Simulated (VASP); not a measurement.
Set up this calculation in VASP 6.6.1, as the native input.

```
Task                   : single point
Functional             : PBE
Potentials or basis    : VASP PAW PBE potentials, release 64 (Mg, Au)
Cutoff                 : 520 eV
k mesh                 : 3 × 3 × 1
Occupations            : gaussian, width 0.1 eV
Spin                   : no spin polarisation
Dipole correction      : no
Further INCAR settings : ALGO = Normal; EDIFF = 1e-06; NBANDS = 30
```

The structure of Mg12Au lies in POSCAR:

```
Mg12Au
1.0
    6.4200000000      0.0000000000      0.0000000000
    3.2100000000      5.5598830000      0.0000000000
    0.0000000000      0.0000000000     16.2130400000
Mg Au
12 1
Direct
    0.0000000000      0.0000000000      0.0616786858
    0.5000000000      0.0000000000      0.0616786858
   -0.0000000450      0.5000000899      0.0616786858
    0.4999999550      0.5000000899      0.0616786858
   -0.1664306764      0.3335196082      0.2215726354
    0.3307137724      0.3335780627      0.2215661591
   -0.1663631546      0.8306496737      0.2215639387
    0.3326496418      0.8325932398      0.2219027400
   -0.0107389168      0.0036270547      0.3808621332
    0.5040539958      0.0039677094      0.3807339648
   -0.0011997473      0.4987097750      0.3816613664
    0.5037139996      0.4891779198      0.3808721868
    0.3332426077      0.8331621367      0.4927616289
```

These files were run (other wordings do the same):

INCAR

```
  PREC = Accurate
  ENCUT = 520
  EDIFF = 1E-6
  ISMEAR = 0
  SIGMA = 0.1
  LREAL = False
  LASPH = True
  NELM = 60
  ALGO = Normal
  ISIF = 2
  LWAVE = False
  LCHARG = True
  GGA = PE
  LELF = True
  LVHAR = True
  NBANDS = 30
```

KPOINTS

```
regular mesh
0
Gamma
  3 3 1
```

Potentials or basis: VASP PAW PBE potentials, release 64 (Mg, Au).

Command:

```console
$ cat potpaw_PBE.64/Mg/POTCAR potpaw_PBE.64/Au/POTCAR > POTCAR
$ mpirun -np 1 vasp_std > vasp.out
```

Results of the run:

```
Largest force          : 0.058 eV/Å
Band gap on the k mesh : zero (an odd number of electrons rules out a gap without spin polarisation)
```

Caveat: the k points lie up to 0.38 Å⁻¹ apart, too coarse for converged energies and pressures of a metal; spin-orbit coupling is left out, which moves the levels of the heavy elements.

It took 2.2 min on 1 thread of Intel(R) Xeon(R) 6975P-C (Granite Rapids), on a shared host, peak memory 0.62 GiB.
